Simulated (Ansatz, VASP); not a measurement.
## Two plane-wave programs on Ca

```
Ca
1.0
     0.00000    2.78441    2.78441
     2.78441    0.00000    2.78441
     2.78441    2.78441    0.00000
Ca
1
Direct
  0.00000 0.00000 0.00000
```

Alike in both runs: task single point; functional r2SCAN; k mesh 14 × 14 × 14; occupations gaussian, width 0.1 eV; no spin polarisation.

|  | VASP | Ansatz |
| --- | --- | --- |
| version | VASP 6.6.1 | Ansatz 0.2.0 |
| potentials or method | VASP PAW PBE potentials, release 64 (Ca_sv), cutoff 520 eV | scalar-relativistic, plane waves, PAW |
| valence electrons in the cell | 10 | 10 |

|  | VASP | Ansatz | Ansatz less VASP |
| --- | --- | --- | --- |
| gap on the k mesh at the Fermi level (eV) | none | none | - |
| pressure (GPa) | 0.0 | 0.0 | -0.05 |

VASP's potentials were made for PBE, not for r2SCAN. A gap of «none» marks a metal or a gap that the smearing closes. The functional is the same, so the differences come from potentials, cutoffs and numerics.
